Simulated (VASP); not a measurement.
Crystal: C.

```
C
1.0
     2.49881    0.00000    0.00000
    -1.24941    2.16404    0.00000
     0.00000    0.00000   16.64334
C
16
Direct
  0.00000 0.00000 0.00000
  0.00000 0.00000 0.09375
  0.33333 0.66667 0.12500
  0.33333 0.66667 0.21875
  0.66667 0.33333 0.25000
  0.66667 0.33333 0.34375
  0.00000 0.00000 0.37500
  0.00000 0.00000 0.46875
  0.33333 0.66667 0.50000
  0.33333 0.66667 0.59375
  0.00000 0.00000 0.62500
  0.00000 0.00000 0.71875
  0.33333 0.66667 0.75000
  0.33333 0.66667 0.84375
  0.66667 0.33333 0.87500
  0.66667 0.33333 0.96875
```

* Program: VASP 6.6.1
* Task: relaxation of cell and atoms
* Functional: PBEsol
* Potentials or basis: VASP PAW PBE potentials, release 64 (C)
* Cutoff: 600 eV
* k mesh: 12 × 12 × 2
* Occupations: gaussian, width 0.02 eV
* Spin: no spin polarisation

At the start: pressure -0.3 GPa; volume 5.62 Å³/atom.

Question: How do energy, volume and symmetry change on relaxing?

Answer: Over 13 steps the energy falls by 3.6 meV/atom and the volume is 5.62 Å³/atom (-0.1 %); space group P-3m1 (No. 164, to 0.05 Å).

The path:
```csv
step,energy change (eV),largest force (eV/Å),pressure (GPa),volume (Å³)
1,0.0000,0.3500,-0.34,90.00
2,0.0038,0.6240,0.65,89.82
3,-0.0499,0.2384,-0.06,89.92
4,-0.0499,0.3284,0.13,89.88
5,-0.0528,0.1572,0.03,89.90
6,-0.0555,0.0716,0.03,89.90
7,-0.0557,0.0787,0.03,89.90
8,-0.0568,0.0440,-0.03,89.91
9,-0.0569,0.0542,-0.07,89.92
10,-0.0569,0.0816,0.06,89.89
11,-0.0571,0.0240,-0.01,89.91
12,-0.0571,0.0256,0.04,89.90
13,-0.0572,0.0044,0.01,89.90
```

Final structure:
```cif
data_structure
_symmetry_space_group_name_H-M 'P 1'
_symmetry_Int_Tables_number 1
_cell_length_a 2.5100
_cell_length_b 2.5100
_cell_length_c 16.4769
_cell_angle_alpha 90.000
_cell_angle_beta 90.000
_cell_angle_gamma 120.000
_cell_volume 89.90
loop_
_atom_site_label
_atom_site_type_symbol
_atom_site_fract_x
_atom_site_fract_y
_atom_site_fract_z
_atom_site_occupancy
C1 C 0.00000 0.00000 0.00037 1
C2 C 0.00000 0.00000 0.09379 1
C3 C 0.33333 0.66667 0.12496 1
C4 C 0.33333 0.66667 0.21838 1
C5 C 0.66667 0.33333 0.24955 1
C6 C 0.66667 0.33333 0.34296 1
C7 C 0.00000 0.00000 0.37414 1
C8 C 0.00000 0.00000 0.46748 1
C9 C 0.33333 0.66667 0.49888 1
C10 C 0.33333 0.66667 0.59356 1
C11 C 0.00000 0.00000 0.62519 1
C12 C 0.00000 0.00000 0.71987 1
C13 C 0.33333 0.66667 0.75127 1
C14 C 0.33333 0.66667 0.84461 1
C15 C 0.66667 0.33333 0.87579 1
C16 C 0.66667 0.33333 0.96920 1
```

Caveat: the PAW data sets were made with another functional, which shifts forces and pressure a little.
